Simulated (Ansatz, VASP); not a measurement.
**Two plane-wave programs on Fe**

```
Fe
1.0
     0.00000    1.74824    1.74824
     1.74824    0.00000    1.74824
     1.74824    1.74824    0.00000
Fe
1
Direct
  0.00000 0.00000 0.00000
```

Alike in both runs: task single point; functional PBE; k mesh 26 × 26 × 26; occupations fermi-dirac, width 0.1 eV; no spin polarisation.

|  | VASP | Ansatz |
| --- | --- | --- |
| version | VASP 6.6.1 | Ansatz 0.2.0 |
| potentials or method | VASP PAW PBE potentials, release 64 (Fe), cutoff 520 eV | plane waves (420 eV) with PAW, scalar-relativistic |
| valence electrons in the cell | 8 | 16 |

```tsv
	VASP	Ansatz	Ansatz less VASP
pressure (GPa)	-10.5	-10.1	+0.41
```

VASP's potentials hold 8 valence electrons a cell and Ansatz's 16, so a difference there can come from the potentials and not from the codes.
